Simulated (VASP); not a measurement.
# Be12CO in VASP: single point with PBE+D3(BJ)

Aim: the single point of Be12CO with PBE+D3(BJ).

Program: VASP 6.6.1. These are calculated values, not measurements. Logs are shortened: lines on timing, memory, paths and dates and some standing lists are left out, and cuts for length are marked.

## 1. The cell of the first run

The cell holds a slab with vacuum, 14 atoms: a = 4.580 Å, b = 4.580 Å, c = 14.588 Å, α = 90.00°, β = 90.00°, γ = 60.00°.

## 2. Single point, PBE+D3(BJ)

INCAR reads:

```
SYSTEM = Be12CO
PREC = Accurate
ENCUT = 520
EDIFF = 1E-6
ISMEAR = -1
SIGMA = 0.1
LREAL = .False.
LASPH = .True.
NELM = 80
ALGO = Normal
ISIF = 2
LWAVE = .False.
LCHARG = .True.
GGA = PE
IVDW = 12
LELF = .True.
LVHAR = .True.
NBANDS = 30
```

KPOINTS reads:

```
Automatic mesh
0
Gamma
  6 6 1
  0 0 0
```

POSCAR reads:

```
Be12CO
1.0
    4.5800000000      0.0000000000      0.0000000000
    2.2900000000      3.9663960000      0.0000000000
    0.0000000000      0.0000000000     14.5884300000
Be C O
12 1 1
Direct
    0.0000000000      0.0000000000      0.0685475000
    0.5000000000      0.0000000000      0.0685475000
    0.0000000000      0.5000000000      0.0685475000
    0.5000000000      0.5000000000      0.0685475000
   -0.1615387022      0.3307744345      0.1908732513
    0.3307400804      0.3307727981      0.1908723736
   -0.1666968646      0.8333550675      0.1898093338
    0.3307378610      0.8384945429      0.1908737851
    0.0007729799      0.0008228897      0.3134878861
    0.4983431612      0.0008291189      0.3134906524
    0.0007804931      0.4984018179      0.3134858900
    0.4999664006      0.5000203984      0.3081590402
    0.1665495832      0.1667789180      0.4062311777
    0.1665636477      0.1667917079      0.4873624637
```

Potentials or basis: VASP PAW PBE potentials, release 64 (Be, C, O).

Command:

```
cat potpaw_PBE.64/Be/POTCAR potpaw_PBE.64/C/POTCAR potpaw_PBE.64/O/POTCAR > POTCAR
mpirun -np 1 vasp_std > vasp.out
```

OUTCAR:

```text
SYSTEM = Be12CO
   PREC = Accurate
   ENCUT = 520
   EDIFF = 1E-6
   ISMEAR = -1
   LREAL = .False.
   LASPH = .True.
   NELM = 80
   ISIF = 2
   GGA = PE
   IVDW = 12
 IVDW          = 12

 ion  position               nearest neighbor table
   1  0.000  0.000  0.069-   7 2.21   8 2.21   5 2.21   3 2.29   3 2.29   4 2.29   4 2.29   2 2.29
                             2 2.29
   2  0.500  0.000  0.069-   7 2.21   6 2.21   8 2.21   4 2.29   3 2.29   4 2.29   3 2.29   1 2.29
                             1 2.29
   3  0.000  0.500  0.069-   7 2.21   6 2.21   5 2.21   1 2.29   1 2.29   2 2.29   2 2.29   4 2.29
                             4 2.29
   4  0.500  0.500  0.069-   5 2.23   6 2.23   8 2.23   2 2.29   1 2.29   2 2.29   1 2.29   3 2.29
                             3 2.29
   5  0.838  0.331  0.191-  12 2.17   3 2.21   1 2.21  11 2.22   9 2.22   4 2.23   6 2.25   8 2.25
                             7 2.29   7 2.29   8 2.33   6 2.33
   6  0.331  0.331  0.191-  12 2.17   3 2.21   2 2.21  11 2.22  10 2.22   4 2.23   5 2.25   8 2.25
                             7 2.29   7 2.29   8 2.33   5 2.33
   7  0.833  0.833  0.190-   2 2.21   1 2.21   3 2.21   9 2.24  11 2.24  10 2.24   6 2.29   8 2.29
                             5 2.29   5 2.29   8 2.29   6 2.29
   8  0.331  0.838  0.191-  12 2.17   1 2.21   2 2.21  10 2.22   9 2.22   4 2.23   5 2.25   6 2.25
                             7 2.29   7 2.29   6 2.33   5 2.33
   9  0.001  0.001  0.313-  13 1.89   5 2.22   8 2.22   7 2.24  10 2.28  11 2.28  12 2.29  12 2.29
                            11 2.30  10 2.30
  10  0.498  0.001  0.313-  13 1.89   8 2.22   6 2.22   7 2.24  11 2.28   9 2.28  12 2.29  12 2.29
                             9 2.30  11 2.30
  11  0.001  0.498  0.313-  13 1.89   5 2.22   6 2.22   7 2.24  10 2.28   9 2.28  12 2.29  12 2.29
                             9 2.30  10 2.30
  12  0.500  0.500  0.308-   8 2.17   6 2.17   5 2.17  11 2.29  10 2.29   9 2.29   9 2.29  10 2.29
                            11 2.29
  13  0.167  0.167  0.406-  14 1.18  11 1.89   9 1.89  10 1.89
  14  0.167  0.167  0.487-  13 1.18

  LATTYP: Found a hexagonal cell.
 ALAT       =     4.5799996975
 C/A-ratio  =     3.1852469353

  Lattice vectors:

 A1 = (  -2.2900000000,  -3.9663960000,   0.0000000000)
 A2 = (   4.5800000000,   0.0000000000,   0.0000000000)
 A3 = (   0.0000000000,   0.0000000000,  14.5884300000)

Analysis of symmetry for initial positions (statically):
=====================================================================
 Subroutine PRICEL returns:
 Original cell was already a primitive cell.

 Routine SETGRP: Setting up the symmetry group for a
 hexagonal supercell.

 Subroutine GETGRP returns: Found  1 space group operations
 (whereof  1 operations were pure point group operations)
 out of a pool of 24 trial point group operations.

The static configuration has the point symmetry C_1 .

Analysis of symmetry for dynamics (positions and initial velocities):
=====================================================================
 Subroutine PRICEL returns:
 Original cell was already a primitive cell.

 Routine SETGRP: Setting up the symmetry group for a
 hexagonal supercell.

 Subroutine GETGRP returns: Found  1 space group operations
 (whereof  1 operations were pure point group operations)
 out of a pool of 24 trial point group operations.

The dynamic configuration has the point symmetry C_1 .

 Subroutine INISYM returns: Found  1 space group operations
 (whereof  1 operations are pure point group operations),
 and found     1 'primitive' translations

----------------------------------------------------------------------------------------

                                     Primitive cell

  volume of cell :     265.0148

  direct lattice vectors                    reciprocal lattice vectors
     4.580000000  0.000000000  0.000000000     0.218340611 -0.126059022  0.000000000
     2.290000000  3.966396000  0.000000000     0.000000000  0.252118044  0.000000000
     0.000000000  0.000000000 14.588430000     0.000000000  0.000000000  0.068547472

  length of vectors
     4.580000000  4.579999697 14.588430000     0.252118027  0.252118044  0.068547472

  position of ions in fractional coordinates (direct lattice)
     0.000000000  0.000000000  0.068547500
     0.500000000  0.000000000  0.068547500
     1.000000000  0.500000000  0.068547500
     0.500000000  0.500000000  0.068547500
     0.838461298  0.330774435  0.190873251
     0.330740080  0.330772798  0.190872374
     0.833303135  0.833355068  0.189809334
     0.330737861  0.838494543  0.190873785
     0.000772980  0.000822890  0.313487886
     0.498343161  0.000829119  0.313490652
     0.000780493  0.498401818  0.313485890
     0.499966401  0.500020398  0.308159040
     0.166549583  0.166778918  0.406231178
     0.166563648  0.166791708  0.487362464

  ion indices of the primitive-cell ions
   primitive index   ion index
                 1           1
                 2           2
                 3           3
                 4           4
                 5           5
                 6           6
                 7           7
                 8           8
                 9           9
                10          10
                11          11
                12          12
                13          13
                14          14

----------------------------------------------------------------------------------------

 KPOINTS: Automatic mesh

Automatic generation of k-mesh.
 Grid dimensions read from file:
 generate k-points for:    6    6    1

 Generating k-lattice:

  Cartesian coordinates                     Fractional coordinates (reciprocal lattice)
     0.036390102 -0.021009837  0.000000000     0.166666667 -0.000000000  0.000000000
     0.000000000  0.042019674  0.000000000     0.000000000  0.166666667  0.000000000
     0.000000000  0.000000000  0.068547472     0.000000000  0.000000000  1.000000000

  Length of vectors
     0.042019671  0.042019674  0.068547472

  Shift w.r.t. Gamma in fractional coordinates (k-lattice)
     0.000000000  0.000000000  0.000000000

 Subroutine IBZKPT returns following result:
 ===========================================

 Found     20 irreducible k-points:

 Following reciprocal coordinates:
            Coordinates               Weight
  0.000000  0.000000  0.000000      1.000000
  0.166667 -0.000000  0.000000      2.000000
  0.166667  0.166667  0.000000      2.000000
  0.000000  0.166667  0.000000      2.000000
  0.333333  0.000000  0.000000      2.000000
  0.333333  0.333333  0.000000      2.000000
[... 12 lines left out ...]
  0.500000 -0.333333  0.000000      2.000000
 -0.333333  0.333333  0.000000      2.000000
   k-points           NKPTS =     20   k-points in BZ     NKDIM =     20   number of bands    NBANDS=     30
   number of dos      NEDOS =    301   number of ions     NIONS =     14
   total plane-waves  NPLWV = 139968
   dimension x,y,z NGX =    36 NGY =   36 NGZ =  108
   dimension x,y,z NGXF=    72 NGYF=   72 NGZF=  216
   ions per type =              12   1   1
   NGX,Y,Z   is equivalent  to a cutoff of  13.07, 13.07, 12.31 a.u.
   NGXF,Y,Z  is equivalent  to a cutoff of  26.13, 26.13, 24.61 a.u.
 SYSTEM =  Be12CO
   PREC   = accura    normal or accurate (medium, high low for compatibility)
   ISTART =      0    job   : 0-new  1-cont  2-samecut
   ICHARG =      2    charge: 1-file 2-atom 10-const
   ISPIN  =      1    spin polarized calculation?
   LNONCOLLINEAR =      F non collinear calculations
   LSORBIT =      F    spin-orbit coupling
   LASPH  =      T    aspherical Exc in radial PAW
   ENCUT  =  520.0 eV  38.22 Ry    6.18 a.u.   8.52  8.52 27.12*2*pi/ulx,y,z
   NELM   =     80;   NELMIN=  2; NELMDL= -5     # of ELM steps
   EDIFF  = 0.1E-05   stopping-criterion for ELM
   LREAL  =      F    real-space projection
   EDIFFG = 0.1E-04   stopping-criterion for IOM
   NSW    =      0    number of steps for IOM
   IBRION =     -1    ionic relax: 0-MD 1-quasi-New 2-CG
   NFREE  =      0    steps in history (QN), initial steepest desc. (CG)
   ISIF   =      2    stress and relaxation
   ISYM   =      2    0-nonsym 1-usesym 2-fastsym
   POTIM  = 0.5000    time-step for ionic-motion
   TEBEG  =    0.0;   TEEND  =   0.0 temperature during run
   PSTRESS=    0.0 pullay stress
   NELECT =      34.0000    total number of electrons
   NUPDOWN=      -1.0000    fix difference up-down
   EMIN   =  10.00;   EMAX   =-10.00  energy-range for DOS
   EFERMI =   0.00;   METHOD = LEGACY
   ISMEAR =    -1;   SIGMA  =   0.10  broadening in eV -4-tet -1-fermi 0-gaus
   EFERMI_NEDOS =   21; number of points for ismear=-14 and -15
   IALGO  =     38    algorithm
   IMIX   =      4    mixing-type and parameters
     AMIX     =   0.40;   BMIX     =  1.00
     AMIX_MAG =   1.60;   BMIX_MAG =  1.00
  volume/ion in A,a.u.               =      18.93       127.74
  Fermi-wavevector in a.u.,A,eV,Ry     =   0.825679  1.560307  9.275709  0.681745
  Thomas-Fermi vector in A             =   1.937579
   LORBIT       =      0    0 simple, 1 ext, 2 COOP (PROOUT), +10 PAW based schemes
   GGA     = PE    functional components
   LHFCALC =     F    Hartree Fock is set to
   AEXX    =    0.0000 exact exchange contribution
   IVDW    =    12    specifies the selected vdW correction
   LEPSILON=     F    determine dielectric tensor
   LRPA    =     F    only Hartree local field effects (RPA)
 non-spin polarized calculation
  energy-cutoff  :      520.00
  volume of cell :      265.01
 maximum number of plane-waves:      7165
 NGX is ok and might be reduce to    36
   NGX = 17   NGY = 17   NGZ = 55

 number of electron      34.0000002 magnetization

 Free energy of the ion-electron system (eV)
  ---------------------------------------------------
  ext. energy  EPLUGINS =         0.00000000
  ---------------------------------------------------
  free energy    TOTEN  =       -56.67304627 eV

  energy without entropy =      -56.62081495  energy(sigma->0) =      -56.64693061

 E-fermi :  -0.2678     XC(G=0):  -5.8757

 val. band max:       -0.4770844360   @ k =  -0.3333   0.3333   0.0000
 cond. band min:      -0.1050602532   @ k =   0.0000   0.5000   0.0000
 fundamental gap:      0.3720241828
 Fermi energy:        -0.2678491135

 k-point     1 :       0.0000    0.0000    0.0000
  band No.  band energies     occupation
      1     -23.6586      2.00000
      2     -11.4157      2.00000
      3      -9.8469      2.00000
      4      -8.0167      2.00000
      5      -6.9013      2.00000
      6      -6.8597      2.00000
[... 21 lines left out ...]
     28       4.9524      0.00000
     29       5.1665      0.00000

 k-point     2 :       0.1667   -0.0000    0.0000
  band No.  band energies     occupation
      1     -23.6573      2.00000
      2     -11.3339      2.00000
      3      -9.6970      2.00000
      4      -7.9369      2.00000
      5      -7.0375      2.00000
      6      -6.8845      2.00000
[... 21 lines left out ...]
     28       5.0807      0.00000
     29       5.2163      0.00000

 k-point     3 :       0.1667    0.1667    0.0000
  band No.  band energies     occupation
      1     -23.6573      2.00000
      2     -11.3339      2.00000
      3      -9.6970      2.00000
      4      -7.9369      2.00000
      5      -7.0375      2.00000
      6      -6.8845      2.00000
[... 509 lines left out ...]
      4      -7.8937      2.00000
      5      -7.4923      2.00000
      6      -7.1695      2.00000
[... 21 lines left out ...]
     28       6.0109      0.00000
     29       6.2959      0.00000

 k-point    20 :      -0.3333    0.3333    0.0000
  band No.  band energies     occupation
      1     -23.6527      2.00000
      2     -11.0193      2.00000
      3      -8.0392      2.00000
      4      -7.9985      2.00000
      5      -7.9441      2.00000
      6      -7.1173      2.00000
[... 21 lines left out ...]
     28       6.5314      0.00000
     29       7.2591      0.00000
 [bands above 29 left out]

------------------------ aborting loop because EDIFF is reached ----------------------------------------

 Edisp (eV)   -2.94402

 E8    (eV) :    -1.0574

  FORCE on cell =-STRESS in cart. coord.  units (eV):
  Direction    XX          YY          ZZ          XY          YZ          ZX
  --------------------------------------------------------------------------------------
  -------------------------------------------------------------------------------------
  Total     -10.42604   -10.42598     0.78016    -0.00011    -0.00256     0.00213
  in kB     -63.03182   -63.03146     4.71653    -0.00069    -0.01549     0.01286
  external pressure =      -40.45 kB  Pullay stress =        0.00 kB

 VOLUME and BASIS-vectors are now :
 -----------------------------------------------------------------------------
  energy-cutoff  :      520.00
  volume of cell :      265.01
      direct lattice vectors                 reciprocal lattice vectors
     4.580000000  0.000000000  0.000000000     0.218340611 -0.126059022  0.000000000
     2.290000000  3.966396000  0.000000000     0.000000000  0.252118044  0.000000000
     0.000000000  0.000000000 14.588430000     0.000000000  0.000000000  0.068547472

 POSITION                                       TOTAL-FORCE (eV/Angst)
 -----------------------------------------------------------------------------------
      0.00000      0.00000      1.00000         0.097475      0.056510     -0.001398
      2.29000      0.00000      1.00000        -0.097814      0.056483     -0.001451
      1.14500      1.98320      1.00000        -0.000172     -0.112574     -0.001418
      3.43500      1.98320      1.00000        -0.000114      0.000124     -0.025094
      4.59763      1.31198      2.78454        -0.001341      0.000660     -0.000755
      2.27226      1.31198      2.78453         0.001282      0.000694     -0.000682
      5.72491      3.30542      2.76902         0.000139     -0.000198      0.005434
      3.43493      3.32580      2.78455         0.000034     -0.001449     -0.000781
      0.00542      0.00326      4.57330        -0.005156     -0.003045      0.002832
      2.28431      0.00329      4.57334         0.005498     -0.003158      0.002561
      1.14491      1.97686      4.57327        -0.000105      0.006700      0.002374
      3.43489      1.98328      4.49556         0.000113     -0.000090      0.006922
      1.14472      0.66151      5.92628         0.000242     -0.000390     -0.660894
      1.14481      0.66156      7.10985        -0.000081     -0.000266      0.672351
 -----------------------------------------------------------------------------------
    total drift:                                0.000002     -0.000010      0.002076

  FREE ENERGIE OF THE ION-ELECTRON SYSTEM (eV)
  ---------------------------------------------------
  free  energy   TOTEN  =       -59.6170657675 eV

  energy  without entropy=      -59.5648344539  energy(sigma->0) =      -59.59095011
```

It took 7.5 min on 1 thread of Oxide Virtual Turin-like, shared host; peak memory 0.4 GiB.

What came out:

```yaml
Free_energy: -59.6171 eV
Largest_force: 0.672 eV/Å
Band_gap_on_the_k_mesh: 0.37 eV, indirect (least direct gap 0.39 eV)
Dispersion_energy_per_atom: -0.210 eV
```

Forces in eV/Å, atoms in the order of the input:
```
Be   0.097  0.057 -0.001
Be  -0.098  0.056 -0.001
Be   0.000 -0.113 -0.001
Be   0.000  0.000 -0.025
Be  -0.001  0.001 -0.001
Be   0.001  0.001 -0.001
Be   0.000  0.000  0.005
Be   0.000 -0.001 -0.001
Be  -0.005 -0.003  0.003
Be   0.005 -0.003  0.003
Be   0.000  0.007  0.002
Be   0.000  0.000  0.007
C    0.000  0.000 -0.661
O    0.000  0.000  0.672
```
